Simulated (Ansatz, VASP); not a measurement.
## Two plane-wave programs on MgO

```xyz
4
Lattice="3.2882 0.0000 0.0000 -1.6441 2.8477 0.0000 0.0000 0.0000 4.9337" Properties=species:S:1:pos:R:3 pbc="T T T"
Mg    0.0000    1.8985   -0.0652
Mg    1.6441    0.9492    2.4016
O     0.0000    1.8985    1.9154
O     1.6441    0.9492    4.3822
```

Change from the starting cell: uniaxial_z strain -2.0%.

Alike in both runs: task single point; functional r2SCAN; k mesh 12 × 12 × 6; no spin polarisation.

|  | VASP | Ansatz |
| --- | --- | --- |
| version | VASP 6.6.1 | Ansatz 0.2.0 |
| potentials or method | VASP PAW PBE potentials, release 64 (Mg, O) | plane waves, PAW |
| plane-wave cutoff (eV) | 520 | 500 |
| occupations | gaussian, width 0.01 eV | fixed |
| valence electrons in the cell | 16 | 32 |

```tsv
	VASP	Ansatz	Ansatz less VASP
gap on the k mesh at the Fermi level (eV)	4.24	4.26	+0.016
pressure (GPa)	1.7	2.2	+0.54
traceless stress, the component that is largest in VASP (GPa)	0.07	0.02	-0.049
```

VASP's potentials were made for PBE, not for r2SCAN. VASP's potentials hold 16 valence electrons a cell and Ansatz's 32, so a difference there can come from the potentials and not from the codes.
